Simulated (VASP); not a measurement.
# AlN (P6_3mc) in VASP: settings compared

Aim: see how the results for AlN move with the level of theory and the settings. Levels: PBEsol, LDA. Tasks: single point.

Program: VASP 6.6.1. These are calculated values, not measurements. Logs are shortened: lines on timing, memory, paths and dates and some standing lists are left out, and cuts for length are marked.

**Measured values to compare with.**

From “Structural and optical properties of self-assembled AlN nanowires grown on SiO2/Si substrates by molecular beam epitaxy”, 2024, arxiv:2402.00216, for a bulk crystal of AlN at 0 K: band gap 6.0343 eV (an exciton energy, a little under the gap).

The results are compared with them further down.

### 1 The cell of the first run

It takes space group P6_3mc (No. 186, hexagonal). Conventional cell: a = 3.134 Å, b = 3.134 Å, c = 5.014 Å, α = 90.00°, β = 90.00°, γ = 120.00°. Within 2.5 Å of Al (site symmetry 3m) lie 4 N at 1.91 Å. Within 2.5 Å of N (site symmetry 3m) lie 4 Al at 1.91 Å.

### 2 Single point, PBEsol (10.66 Å³/atom)

INCAR

```
  ALGO = Normal
  EDIFF = 1E-7
  ENCUT = 520
  GGA = PS
  ISIF = 2
  ISMEAR = -1
  LASPH = True
  LCHARG = False
  LREAL = False
  LWAVE = False
  NBANDS = 16
  NELM = 60
  PREC = Accurate
  SIGMA = 0.05
```

KPOINTS

```
k-points
0
Gamma
  10 10 6
```

POSCAR

```
AlN
1.0
    3.1336164949      0.0000000000      0.0000000000
   -1.5668082474      2.7137914903      0.0000000000
    0.0000000000      0.0000000000      5.0139877163
Al N
2 2
Direct
    0.6666666667      0.3333333333      0.5000000000
    0.3333333333      0.6666666667      0.0000000000
    0.6666666667      0.3333333333      0.8800000000
    0.3333333333      0.6666666667      0.3800000000
```

Potentials or basis: VASP PAW PBE potentials, release 64 (Al, N).

Command:

```console
cat potpaw_PBE.64/Al/POTCAR potpaw_PBE.64/N/POTCAR > POTCAR
mpirun -np 1 vasp_std > vasp.out
```

OUTCAR:

```text
EDIFF = 1E-7
   ENCUT = 520
   GGA = PS
   ISIF = 2
   ISMEAR = -1
   LASPH = True
   LREAL = False
   NELM = 60
   PREC = Accurate

 ion  position               nearest neighbor table
   1  0.667  0.333  0.500-   3 1.91   4 1.91   4 1.91   4 1.91   2 3.09   2 3.09   2 3.09   2 3.09
                             2 3.09   2 3.09
   2  0.333  0.667  0.000-   4 1.91   3 1.91   3 1.91   3 1.91   1 3.09   1 3.09   1 3.09   1 3.09
                             1 3.09   1 3.09
   3  0.667  0.333  0.880-   1 1.91   2 1.91   2 1.91   2 1.91
   4  0.333  0.667  0.380-   2 1.91   1 1.91   1 1.91   1 1.91

  LATTYP: Found a hexagonal cell.
 ALAT       =     3.1336164949
 C/A-ratio  =     1.6000642467

  Lattice vectors:

 A1 = (   3.1336164949,   0.0000000000,   0.0000000000)
 A2 = (  -1.5668082474,   2.7137914903,   0.0000000000)
 A3 = (   0.0000000000,   0.0000000000,   5.0139877163)

Analysis of symmetry for initial positions (statically):
=====================================================================
 Subroutine PRICEL returns:
 Original cell was already a primitive cell.

 Routine SETGRP: Setting up the symmetry group for a
 hexagonal supercell.

 Subroutine GETGRP returns: Found 12 space group operations
 (whereof  6 operations were pure point group operations)
 out of a pool of 24 trial point group operations.

The static configuration has the point symmetry C_3v.
 The point group associated with its full space group is C_6v.

Analysis of symmetry for dynamics (positions and initial velocities):
=====================================================================
 Subroutine PRICEL returns:
 Original cell was already a primitive cell.

 Routine SETGRP: Setting up the symmetry group for a
 hexagonal supercell.

 Subroutine GETGRP returns: Found 12 space group operations
 (whereof  6 operations were pure point group operations)
 out of a pool of 24 trial point group operations.

The dynamic configuration has the point symmetry C_3v.
 The point group associated with its full space group is C_6v.

 Subroutine INISYM returns: Found 12 space group operations
 (whereof  6 operations are pure point group operations),
 and found     1 'primitive' translations

----------------------------------------------------------------------------------------

                                     Primitive cell

  volume of cell :      42.6389

  direct lattice vectors                    reciprocal lattice vectors
     3.133616495  0.000000000  0.000000000     0.319120097  0.184244074  0.000000000
    -1.566808247  2.713791490  0.000000000     0.000000000  0.368488148  0.000000000
     0.000000000  0.000000000  5.013987716     0.000000000  0.000000000  0.199442052

  length of vectors
     3.133616495  3.133616495  5.013987716     0.368488148  0.368488148  0.199442052

  position of ions in fractional coordinates (direct lattice)
     0.666666667  0.333333333  0.500000000
     0.333333333  0.666666667  0.000000000
     0.666666667  0.333333333  0.880000000
     0.333333333  0.666666667  0.380000000

  ion indices of the primitive-cell ions
   primitive index   ion index
                 1           1
                 2           2
                 3           3
                 4           4

----------------------------------------------------------------------------------------

 KPOINTS: k-points

Automatic generation of k-mesh.
 Grid dimensions read from file:
 generate k-points for:   10   10    6

 Generating k-lattice:

  Cartesian coordinates                     Fractional coordinates (reciprocal lattice)
     0.031912010  0.018424407  0.000000000     0.100000000 -0.000000000  0.000000000
     0.000000000  0.036848815  0.000000000     0.000000000  0.100000000  0.000000000
     0.000000000  0.000000000  0.033240342     0.000000000  0.000000000  0.166666667

  Length of vectors
     0.036848815  0.036848815  0.033240342

  Shift w.r.t. Gamma in fractional coordinates (k-lattice)
     0.000000000  0.000000000  0.000000000

 Subroutine IBZKPT returns following result:
 ===========================================

 Found     56 irreducible k-points:

 Following reciprocal coordinates:
            Coordinates               Weight
  0.000000  0.000000  0.000000      1.000000
  0.100000 -0.000000  0.000000      6.000000
  0.200000 -0.000000  0.000000      6.000000
  0.300000  0.000000  0.000000      6.000000
  0.400000 -0.000000  0.000000      6.000000
  0.500000 -0.000000  0.000000      3.000000
[... 16 lines left out ...]
  0.300000  0.100000  0.166667     24.000000
  0.400000  0.100000  0.166667     24.000000
 [... further k-points ...]
   k-points           NKPTS =     56   k-points in BZ     NKDIM =     56   number of bands    NBANDS=     16
   number of dos      NEDOS =    301   number of ions     NIONS =      4
   total plane-waves  NPLWV =  23040
   dimension x,y,z NGX =    24 NGY =   24 NGZ =   40
   dimension x,y,z NGXF=    48 NGYF=   48 NGZF=   80
   ions per type =               2   2
   NGX,Y,Z   is equivalent  to a cutoff of  12.73, 12.73, 13.26 a.u.
   NGXF,Y,Z  is equivalent  to a cutoff of  25.47, 25.47, 26.53 a.u.
 SYSTEM =  unknown system
   PREC   = accura    normal or accurate (medium, high low for compatibility)
   ISTART =      0    job   : 0-new  1-cont  2-samecut
   ICHARG =      2    charge: 1-file 2-atom 10-const
   ISPIN  =      1    spin polarized calculation?
   LNONCOLLINEAR =      F non collinear calculations
   LSORBIT =      F    spin-orbit coupling
   LASPH  =      T    aspherical Exc in radial PAW
   ENCUT  =  520.0 eV  38.22 Ry    6.18 a.u.   5.83  5.83  9.32*2*pi/ulx,y,z
   NELM   =     60;   NELMIN=  2; NELMDL= -5     # of ELM steps
   EDIFF  = 0.1E-06   stopping-criterion for ELM
   LREAL  =      F    real-space projection
   EDIFFG = 0.1E-05   stopping-criterion for IOM
   NSW    =      0    number of steps for IOM
   IBRION =     -1    ionic relax: 0-MD 1-quasi-New 2-CG
   NFREE  =      0    steps in history (QN), initial steepest desc. (CG)
   ISIF   =      2    stress and relaxation
   ISYM   =      2    0-nonsym 1-usesym 2-fastsym
   POTIM  = 0.5000    time-step for ionic-motion
   TEBEG  =    0.0;   TEEND  =   0.0 temperature during run
   PSTRESS=    0.0 pullay stress
   NELECT =      16.0000    total number of electrons
   NUPDOWN=      -1.0000    fix difference up-down
   EMIN   =  10.00;   EMAX   =-10.00  energy-range for DOS
   EFERMI =   0.00;   METHOD = LEGACY
   ISMEAR =    -1;   SIGMA  =   0.05  broadening in eV -4-tet -1-fermi 0-gaus
   EFERMI_NEDOS =   21; number of points for ismear=-14 and -15
   IALGO  =     38    algorithm
   IMIX   =      4    mixing-type and parameters
     AMIX     =   0.40;   BMIX     =  1.00
     AMIX_MAG =   1.60;   BMIX_MAG =  1.00
  volume/ion in A,a.u.               =      10.66        71.94
  Fermi-wavevector in a.u.,A,eV,Ry     =   1.180809  2.231405 18.970736  1.394310
  Thomas-Fermi vector in A             =   2.317094
   LORBIT       =      0    0 simple, 1 ext, 2 COOP (PROOUT), +10 PAW based schemes
   GGA     = PS    functional components
   LHFCALC =     F    Hartree Fock is set to
   AEXX    =    0.0000 exact exchange contribution
   IVDW    =     0    specifies the selected vdW correction
   LEPSILON=     F    determine dielectric tensor
   LRPA    =     F    only Hartree local field effects (RPA)
 non-spin polarized calculation
  energy-cutoff  :      520.00
  volume of cell :       42.64
 maximum number of plane-waves:      1170
 NGX is ok and might be reduce to    24
   NGX = 11   NGY = 11   NGZ = 19

 number of electron      15.9999998 magnetization

 Free energy of the ion-electron system (eV)
  ---------------------------------------------------
  ext. energy  EPLUGINS =         0.00000000
  ---------------------------------------------------
  free energy    TOTEN  =       -31.30239560 eV

  energy without entropy =      -31.30239560  energy(sigma->0) =      -31.30239560

 E-fermi :   6.8739     XC(G=0): -11.0176

 val. band max:        5.8404333134   @ k =   0.0000   0.0000   0.0000
 cond. band min:       9.8177623950   @ k =   0.0000   0.0000   0.0000
 fundamental gap:      3.9773290816
 Fermi energy:         6.8739135578

 k-point     1 :       0.0000    0.0000    0.0000
  band No.  band energies     occupation
      1      -9.1771      2.00000
      2      -7.0531      2.00000
      3      -0.1044      2.00000
      4       5.0145      2.00000
      5       5.0145      2.00000
      6       5.6649      2.00000
[... 8 lines left out ...]
     15      18.7276      0.00000
     16      18.7276      0.00000

 k-point     2 :       0.1000   -0.0000    0.0000
  band No.  band energies     occupation
      1      -9.0517      2.00000
      2      -6.9828      2.00000
      3       0.0455      2.00000
      4       4.4315      2.00000
      5       4.8514      2.00000
      6       5.0867      2.00000
[... 8 lines left out ...]
     15      18.6867      0.00000
     16      18.7761      0.00000

 k-point     3 :       0.2000   -0.0000    0.0000
  band No.  band energies     occupation
      1      -8.6915      2.00000
      2      -6.7994      2.00000
      3       0.4837      2.00000
      4       3.1245      2.00000
      5       3.9798      2.00000
      6       4.4972      2.00000
[... 8 lines left out ...]
     15      17.8261      0.00000
     16      18.3475      0.00000

 k-point     4 :       0.3000    0.0000    0.0000
  band No.  band energies     occupation
      1      -8.1528      2.00000
      2      -6.5925      2.00000
      3       1.1676      2.00000
      4       1.7760      2.00000
      5       2.8746      2.00000
      6       4.1365      2.00000
[... 8 lines left out ...]
     15      17.6465      0.00000
     16      19.5293      0.00000
[... 324 lines left out ...]
 k-point    22 :       0.2000    0.1000    0.1667
  band No.  band energies     occupation
      1      -8.2655      2.00000
      2      -6.8039      2.00000
      3       1.0154      2.00000
      4       2.5720      2.00000
      5       3.0328      2.00000
      6       4.2205      2.00000
[... 8 lines left out ...]
     15      17.9797      0.00000
     16      19.2943      0.00000

 k-point    23 :       0.3000    0.1000    0.1667
  band No.  band energies     occupation
      1      -7.7058      2.00000
      2      -6.6026      2.00000
      3       0.9807      2.00000
      4       1.8184      2.00000
      5       2.5700      2.00000
      6       3.7504      2.00000
[... 8 lines left out ...]
     15      17.9614      0.00000
     16      19.9669      0.00000

 k-point    24 :       0.4000    0.1000    0.1667
  band No.  band energies     occupation
      1      -7.2191      2.00000
      2      -6.5643      2.00000
      3       0.4825      2.00000
      4       1.4863      2.00000
      5       2.8030      2.00000
      6       3.5840      2.00000
[... 8 lines left out ...]
     15      18.2124      0.00000
     16      20.4339      0.00000

 [... further k-points ...]

------------------------ aborting loop because EDIFF is reached ----------------------------------------

  FORCE on cell =-STRESS in cart. coord.  units (eV):
  Direction    XX          YY          ZZ          XY          YZ          ZX
  --------------------------------------------------------------------------------------
  -------------------------------------------------------------------------------------
  Total       -1.1135201     -1.1135201     -0.6864791     -0.0000000      0.0000000      0.0000000
  in kB      -41.8410966    -41.8410966    -25.7948095     -0.0000000      0.0000000      0.0000000
  external PRESSURE =     -36.4923342 kB  Pullay stress =       0.0000000 kB

 VOLUME and BASIS-vectors are now :
 -----------------------------------------------------------------------------
  energy-cutoff  :      520.00
  volume of cell :       42.64
      direct lattice vectors                 reciprocal lattice vectors
     3.133616495  0.000000000  0.000000000     0.319120097  0.184244074  0.000000000
    -1.566808247  2.713791490  0.000000000     0.000000000  0.368488148  0.000000000
     0.000000000  0.000000000  5.013987716     0.000000000  0.000000000  0.199442052

 POSITION                                       TOTAL-FORCE (eV/Angst)
 -----------------------------------------------------------------------------------
      1.56681      0.90460      2.50699         0.000000      0.000000     -0.117283
     -0.00000      1.80919      0.00000        -0.000000     -0.000000     -0.117283
      1.56681      0.90460      4.41231         0.000000      0.000000      0.117283
     -0.00000      1.80919      1.90532        -0.000000      0.000000      0.117283
 -----------------------------------------------------------------------------------
    total drift:                               -0.000000     -0.000000      0.000401

  FREE ENERGIE OF THE ION-ELECTRON SYSTEM (eV)
  ---------------------------------------------------
  free  energy   TOTEN  =       -31.3023956008 eV

  energy  without entropy=      -31.3023956008  energy(sigma->0) =      -31.30239560
```

Wall time 43 s (1 thread of Intel Xeon 8259CL, shared host); peak memory 0.17 GiB.

Results:

```yaml
Free_energy: -31.3024 eV
Pressure: -3.6 GPa
Largest_force: 0.117 eV/Å
Band_gap_on_the_k_mesh: 3.98 eV
```

Forces on the atoms (eV/Å):
```
Al   0.000  0.000 -0.117
Al   0.000  0.000 -0.117
N    0.000  0.000  0.117
N    0.000  0.000  0.117
```

Levels at points of the mesh, in eV from the valence-band top:
```tsv
k point	band 6	band 7	band 8	band 9	band 10	band 11
(0.00, 0.00, 0.00)	-0.18	-0.18	0.00	3.98	6.41	10.35
(0.50, 0.00, 0.00)	-2.05	-1.77	-0.65	5.62	5.65	7.94
(0.00, 0.00, 0.50)	-0.51	-0.51	-0.51	6.22	6.22	10.08
(0.50, 0.00, 0.50)	-1.43	-1.35	-1.35	5.13	5.13	9.05
```

Caveat: the cell stands under tension; the PAW data sets were made with another functional, which shifts forces and pressure a little. A k mesh can miss the band edges.

### 3 Single point, PBEsol (10.87 Å³/atom)

This run uses another cell than the first one, of 10.87 Å³/atom.

INCAR

```
  PREC = Accurate
  ENCUT = 520
  EDIFF = 1E-6
  ISMEAR = -1
  SIGMA = 0.05
  LREAL = False
  LASPH = True
  NELM = 80
  ALGO = Normal
  ISIF = 2
  LWAVE = False
  LCHARG = False
  GGA = PS
  NBANDS = 16
```

KPOINTS

```
regular mesh
0
Gamma
  10 10 6
```

POSCAR

```
AlN
1.0
    3.1539652241      0.0000000000      0.0000000000
   -1.5769826120      2.7314140067      0.0000000000
    0.0000000000      0.0000000000      5.0465469904
Al N
2 2
Direct
    0.6666666667      0.3333333333      0.5000000000
    0.3333333333      0.6666666667      0.0000000000
    0.6666666667      0.3333333333      0.8800000000
    0.3333333333      0.6666666667      0.3800000000
```

Potentials or basis: VASP PAW PBE potentials, release 64 (Al, N).

Command:

```console
cat potpaw_PBE.64/Al/POTCAR potpaw_PBE.64/N/POTCAR > POTCAR
mpirun -np 1 vasp_std > vasp.out
```

OUTCAR:

```text
PREC = Accurate
   ENCUT = 520
   EDIFF = 1E-6
   ISMEAR = -1
   LREAL = False
   LASPH = True
   NELM = 80
   ISIF = 2
   GGA = PS

 ion  position               nearest neighbor table
   1  0.667  0.333  0.500-   3 1.92   4 1.92   4 1.92   4 1.92   2 3.11   2 3.11   2 3.11   2 3.11
                             2 3.11   2 3.11
   2  0.333  0.667  0.000-   4 1.92   3 1.92   3 1.92   3 1.92   1 3.11   1 3.11   1 3.11   1 3.11
                             1 3.11   1 3.11
   3  0.667  0.333  0.880-   1 1.92   2 1.92   2 1.92   2 1.92
[... 660 lines left out ...]
  Direction    XX          YY          ZZ          XY          YZ          ZX
  --------------------------------------------------------------------------------------
  -------------------------------------------------------------------------------------
  Total       -2.0947907     -2.0947907     -1.6350632     -0.0000000     -0.0000000      0.0000000
  in kB      -77.1991405    -77.1991405    -60.2568412     -0.0000000     -0.0000000      0.0000000
  external PRESSURE =     -71.5517074 kB  Pullay stress =       0.0000000 kB

 VOLUME and BASIS-vectors are now :
 -----------------------------------------------------------------------------
  energy-cutoff  :      520.00
  volume of cell :       43.47
      direct lattice vectors                 reciprocal lattice vectors
     3.153965224  0.000000000  0.000000000     0.317061200  0.183055369  0.000000000
    -1.576982612  2.731414007  0.000000000     0.000000000  0.366110739  0.000000000
     0.000000000  0.000000000  5.046546990     0.000000000  0.000000000  0.198155293

 POSITION                                       TOTAL-FORCE (eV/Angst)
 -----------------------------------------------------------------------------------
      1.57698      0.91047      2.52327        -0.000000      0.000000     -0.103680
     -0.00000      1.82094      0.00000        -0.000000     -0.000000     -0.103680
      1.57698      0.91047      4.44096         0.000000     -0.000000      0.103680
     -0.00000      1.82094      1.91769        -0.000000     -0.000000      0.103680
 -----------------------------------------------------------------------------------
    total drift:                               -0.000000      0.000000      0.000311

  FREE ENERGIE OF THE ION-ELECTRON SYSTEM (eV)
  ---------------------------------------------------
  free  energy   TOTEN  =       -31.2744754501 eV

  energy  without entropy=      -31.2744754501  energy(sigma->0) =      -31.27447545
```

OSZICAR:

```text
N       E                     dE             d eps       ncg     rms          rms(c)
DAV:   1     0.387594419074E+02    0.38759E+02   -0.72174E+03  1792   0.890E+02
DAV:   2    -0.321691682872E+02   -0.70929E+02   -0.65294E+02  2528   0.185E+02
DAV:   3    -0.355580072833E+02   -0.33888E+01   -0.33808E+01  2200   0.416E+01
DAV:   4    -0.355789042926E+02   -0.20897E-01   -0.20896E-01  2256   0.371E+00
DAV:   5    -0.355791831620E+02   -0.27887E-03   -0.27887E-03  2240   0.429E-01    0.114E+01
DAV:   6    -0.313217137541E+02    0.42575E+01   -0.95555E+00  2168   0.221E+01    0.408E+00
DAV:   7    -0.313121668984E+02    0.95469E-02   -0.57942E-01  1896   0.529E+00    0.284E+00
DAV:   8    -0.312793637548E+02    0.32803E-01   -0.76711E-02  2024   0.235E+00    0.655E-01
DAV:   9    -0.312741723576E+02    0.51914E-02   -0.13173E-02  2392   0.853E-01    0.260E-01
DAV:  10    -0.312745611204E+02   -0.38876E-03   -0.15403E-03  1920   0.256E-01    0.170E-01
DAV:  11    -0.312744771369E+02    0.83984E-04   -0.12938E-04  2096   0.831E-02    0.363E-02
DAV:  12    -0.312744761059E+02    0.10310E-05   -0.52268E-06  2056   0.196E-02    0.798E-03
DAV:  13    -0.312744754501E+02    0.65574E-06   -0.26779E-06  2056   0.122E-02
   1 F= -.31274475E+02 E0= -.31274475E+02  d E =-.509703E-10
```

Wall time 48 s (1 thread of Intel Xeon 8259CL, shared host); peak memory 0.17 GiB.

What came out:

| Property | Result |
| --- | --- |
| Free energy | -31.2745 eV |
| Pressure | -7.2 GPa |
| Largest force | 0.104 eV/Å |
| Band gap on the k mesh | 3.81 eV |

Forces in eV/Å, atoms in the order of the input:
```
Al   0.000  0.000 -0.104
Al   0.000  0.000 -0.104
N    0.000  0.000  0.104
N    0.000  0.000  0.104
```

Caveat: the cell stands under tension; the PAW data sets were made with another functional, which shifts forces and pressure a little.

(Part 1 of 2 ends here.)
